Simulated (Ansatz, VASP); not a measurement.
# Two plane-wave programs on GeSb4Te4

```xyz
9
Lattice="-4.3300 0.0000 0.0000 -2.1650 -3.7499 0.0000 0.0000 0.0000 19.1486" Properties=species:S:1:pos:R:3 pbc="T T T"
Ge    0.0000    0.0000    6.7232
Sb   -2.1650   -1.2500   16.3258
Sb   -4.3300   -2.4999   14.7693
Sb   -4.3300   -2.4999    3.0306
Sb   -2.1650   -1.2500   10.4159
Te   -2.1650   -1.2500    5.0381
Te   -4.3300   -2.4999    8.4084
Te   -6.4950   -3.7499    1.3222
Te    0.0000    0.0000   12.1243
```

Alike in both runs: task single point; functional PBE; k mesh 9 × 9 × 2; occupations gaussian, width 0.03 eV; no spin polarisation.

```csv
,VASP,Ansatz
version,VASP 6.6.1,Ansatz 0.2.0
potentials or method,"VASP PAW PBE potentials, release 64 (Ge_d, Sb, Te), cutoff 520 eV","scalar-relativistic, plane waves, PAW"
valence electrons in the cell,58,138
```

VASP gave:

| Quantity | Value |
| --- | --- |
| gap on the k mesh at the Fermi level (eV) | 0.07 |
| least direct gap on the mesh (eV) | 0.07 |
| pressure (GPa) | -0.4 |
| traceless stress, the component that is largest in VASP (GPa) | 0.29 |
| rms of the force components (eV/Å) | 0.032 |

Problem. Which values does Ansatz return?

Solution. gap on the k mesh at the Fermi level (eV): 0.07; least direct gap on the mesh (eV): 0.07; pressure (GPa): -0.4; traceless stress, the component that is largest in VASP (GPa): 0.28; rms of the force components (eV/Å): 0.032.

Atom by atom the forces differ by 0.018 eV/Å (rms over components). With one functional, cell and mesh, what is left measures potentials, basis and numerics. VASP's potentials hold 58 valence electrons a cell and Ansatz's 138, so a difference there can come from the potentials and not from the codes.

Spin-orbit coupling is off throughout.
